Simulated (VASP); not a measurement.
Here is a VASP 6.6.1 calculation.

Contents of INCAR:

```
  PREC = Accurate
  ENCUT = 520
  EDIFF = 1E-8
  ISMEAR = -1
  SIGMA = 0.05
  LREAL = F
  LASPH = T
  NELM = 80
  ALGO = Normal
  ISIF = 2
  LWAVE = F
  LCHARG = F
  GGA = PS
  LEFG = T
  NBANDS = 18
```

KPOINTS

```
regular mesh
0
Gamma
  13 13 13
```

The input POSCAR:

```
Si2W
1.0
   -1.6069000000      1.6069000000      3.9149500000
    1.6069000000     -1.6069000000      3.9149500000
    1.6069000000      1.6069000000     -3.9149500000
Si W
2 1
Direct
    0.3347000000      0.3347000000      0.0000000000
    0.6653000000      0.6653000000      0.0000000000
    0.0000000000      0.0000000000      0.0000000000
```

Potentials or basis: VASP PAW PBE potentials, release 64 (Si, W_sv).

The run is started by

```console
$ cat potpaw_PBE.64/Si/POTCAR potpaw_PBE.64/W_sv/POTCAR > POTCAR
$ mpirun -np 1 vasp_std > vasp.out
```

(1) Predict the band gap on the k mesh.

(2) What does it give for the largest force?

(3) Predict the pressure.

Answers

(1) zero (band 11 reaches 12.58 eV, above the bottom of band 12 at 11.39 eV).

(2) 0.017 eV/Å.

(3) -1.6 GPa.

Caveat: without QUAD_EFG the Cq values of the log hold for a quadrupole moment of 1 mb, not for the nuclei; the PAW data sets were made with another functional, which shifts forces and pressure a little; spin-orbit coupling is left out, which moves the levels of the heavy elements.
